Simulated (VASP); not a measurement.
Runs of VASP 6.6.1 on LiCl. The structure is cubic, space group F-43m (No. 216). The conventional cell has a = 5.466 Å, b = 5.466 Å, c = 5.466 Å, α = 90.00°, β = 90.00°, γ = 90.00°. Within 3.1 Å of Li (site symmetry -43m) lie 4 Cl at 2.37 Å. Cl (site symmetry -43m) has 4 Li at 2.37 Å within 3.1 Å. 

```csv
level,k mesh,smearing,share of exact exchange,screening parameter,gap on the mesh (eV)
PBE-based screened hybrid with 20 % exact exchange,4 × 4 × 4,gaussian 0.01 eV,0.2,0.3 1/Å,(b)
PBE-based screened hybrid with 50 % exact exchange,4 × 4 × 4,gaussian 0.01 eV,0.5,0.2078 1/Å,8.74
HSE06,2 × 2 × 2,gaussian 0.01 eV,0.25,0.2079 1/Å,7.45
HSE06,4 × 4 × 4,methfessel-paxton 0.5 eV,0.25,0.2079 1/Å,(a)
PBE-based screened hybrid with 100 % exact exchange,4 × 4 × 4,gaussian 0.01 eV,1,0.1 1/Å,12.97
HSE06,4 × 4 × 4,gaussian 0.01 eV,0.25,0.2079 1/Å,7.39
PBE-based screened hybrid with 40 % exact exchange,4 × 4 × 4,gaussian 0.01 eV,0.4,0.2078 1/Å,8.20
```

Alike in all rows: task single point; potentials or basis VASP PAW PBE potentials, release 64 (Li_sv, Cl); no spin polarisation; cell as given; cutoff (eV) 520.

Question: Estimate the missing entries.

Answer: (a) 7.36; (b) 6.92.

Caveats: all runs use coarse meshes; the structure was generated, so it needn't be the stable form of LiCl; so wide a smearing shifts energies and pressures (at least some runs).

A k mesh can miss the band edges.
